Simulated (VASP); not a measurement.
The system is Nb2SbS2.

```xyz
5
Lattice="1.7871 3.0953 0.0000 -1.7871 3.0953 0.0000 0.0000 -2.0635 9.2665" Properties=species:S:1:pos:R:3 pbc="T T T"
Nb    0.0000    2.0635    1.1305
Nb    0.0000    2.0635    8.1360
S     0.0000    0.0000    6.3939
S     0.0000    4.1271    2.8726
Sb    0.0000    0.0000    0.0000
```

| Item | Value |
| --- | --- |
| Program | VASP 6.6.1 |
| Task | relaxation of the atoms |
| Functional | PBEsol |
| Potentials or basis | VASP PAW PBE potentials, release 64 (Nb_sv, S, Sb) |
| Cutoff | 520 eV |
| k mesh | 6 × 6 × 6 |
| Occupations | fermi-dirac, width 0.1 eV |
| Spin | no spin polarisation |

At the start: pressure 36.2 GPa; volume 20.50 Å³/atom.

**Question.** Where does the relaxation end?

**Answer.** Over 10 steps the energy falls by 1459.9 meV/atom at a fixed cell; space group R-3m (No. 166, to 0.1 Å) before and after.

The path:
```tsv
step	energy change (eV)	largest force (eV/Å)	pressure (GPa)
1	0.0000	10.9552	36.17
2	-5.5566	2.2533	19.05
3	-5.6308	2.8653	19.97
4	-5.6376	2.7444	19.70
5	-6.3119	2.0164	13.27
6	-7.2220	0.9293	-3.13
7	-7.2984	0.1045	-2.86
8	-7.2987	0.0793	-2.89
9	-7.2994	0.0352	-3.12
10	-7.2995	0.0030	-3.32
```

Final structure:
```cif
data_structure
_symmetry_space_group_name_H-M 'P 1'
_symmetry_Int_Tables_number 1
_cell_length_a 3.5742
_cell_length_b 3.5742
_cell_length_c 9.4935
_cell_angle_alpha 100.850
_cell_angle_beta 100.850
_cell_angle_gamma 60.000
_cell_volume 102.52
loop_
_atom_site_label
_atom_site_type_symbol
_atom_site_fract_x
_atom_site_fract_y
_atom_site_fract_z
_atom_site_occupancy
Nb1 Nb 0.40759 0.40759 0.22276 1
Nb2 Nb 0.59241 0.59241 0.77724 1
S1 S 0.21358 0.21358 0.64073 1
S2 S 0.78642 0.78642 0.35927 1
Sb1 Sb 0.00000 0.00000 0.00000 1
```

Caveat: the PAW data sets were made with another functional, which shifts forces and pressure a little; an odd number of electrons without spin polarisation forces a metal; a magnetic or distorted state may lie lower.
